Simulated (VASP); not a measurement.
A run of VASP 6.6.1:

Contents of INCAR:

```
PREC     = Accurate       # precision mode
ENCUT    = 520            # plane-wave cutoff, eV
EDIFF    = 1E-7           # SCF threshold, eV
ISMEAR   = 0              # smearing method
SIGMA    = 0.05           # smearing width, eV
LREAL    = F              # projectors in reciprocal space
LASPH    = T              # aspherical terms in the spheres
NELM     = 80             # most SCF steps
ALGO     = Normal         # electronic algorithm
ISIF     = 2              # what is computed and relaxed
LWAVE    = F              # write WAVECAR
LCHARG   = T              # write CHGCAR
GGA      = PE             # functional
LELF     = T              # ELF
LVHAR    = T            
NBANDS   = 14             # bands
```

Contents of KPOINTS:

```
regular mesh
0
Gamma
  10 10 10
```

File POSCAR:

```
NaCl
1.0
    0.0000000000      2.8668091990      2.8668091990
    2.8668091990      0.0000000000      2.8668091990
    2.8668091990      2.8668091990      0.0000000000
Na Cl
1 1
Direct
    0.0000000000      0.0000000000      0.0000000000
    0.5000000000      0.5000000000      0.5000000000
```

Potentials or basis: VASP PAW PBE potentials, release 64 (Na_pv, Cl).

Launch:

```console
$ cat potpaw_PBE.64/Na_pv/POTCAR potpaw_PBE.64/Cl/POTCAR > POTCAR
$ mpirun -np 1 vasp_std > vasp.out
```

Hardware: 1 thread of Intel(R) Xeon(R) Platinum 8375C CPU @ 2.90GHz (Ice Lake), with other jobs on the host.

**Question.** Estimate the wall time of this run.

**Answer.** Run time: 32 s on 1 thread of Intel(R) Xeon(R) Platinum 8375C CPU @ 2.90GHz (Ice Lake), with other jobs on the host, peak memory 0.17 GiB. Counts: scf iterations 15, k points 47.
